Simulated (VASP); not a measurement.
A run of VASP 6.6.1:

Contents of POSCAR:

```
Sc
1.0
    0.0000000000      2.3237516191      2.3237516191
    2.3237516191      0.0000000000      2.3237516191
    2.3237516191      2.3237516191      0.0000000000
Sc
1
Direct
    0.0000000000      0.0000000000      0.0000000000
```

File INCAR.step1:

```
SYSTEM = Sc
PREC = Accurate
ENCUT = 550
ISMEAR = 0
SIGMA = 0.05
LREAL = .FALSE.
LASPH = .TRUE.
NELM = 120
NBANDS = 12
GGA = PE
ALGO = Normal
EDIFF = 1E-5
LWAVE = .TRUE.
LCHARG = .FALSE.
GGA_COMPAT = .FALSE.
```

Contents of INCAR.step2:

```
SYSTEM = Sc
PREC = Accurate
ENCUT = 550
EDIFF = 1E-6
ISMEAR = 0
SIGMA = 0.05
LREAL = .FALSE.
LASPH = .TRUE.
NELM = 120
ALGO = Normal
ISIF = 2
LWAVE = .FALSE.
LCHARG = .TRUE.
METAGGA = R2SCAN
LMIXTAU = .TRUE.
LELF = .TRUE.
LVHAR = .TRUE.
NBANDS = 12
ISTART = 1
GGA_COMPAT = .FALSE.
```

The input KPOINTS:

```
regular mesh
0
G
  10 10 10
  0 0 0
```

Potentials or basis: VASP PAW PBE potentials, release 64 (Sc_sv).

The run is started by

```bash
$ cat potpaw_PBE.64/Sc_sv/POTCAR > POTCAR
$ cp INCAR.step1 INCAR
$ mpirun -np 1 vasp_std > vasp.out
$ cp INCAR.step2 INCAR
$ mpirun -np 1 vasp_std > vasp.out
```

Hardware: 1 thread of Intel(R) Xeon(R) Platinum 8488C (Sapphire Rapids), on a shared host.

Task: How long does it take, and how much memory?

Result: Run time: 50 s on 1 thread of Intel(R) Xeon(R) Platinum 8488C (Sapphire Rapids), on a shared host, peak memory 0.17 GiB. Counts: k points 47.
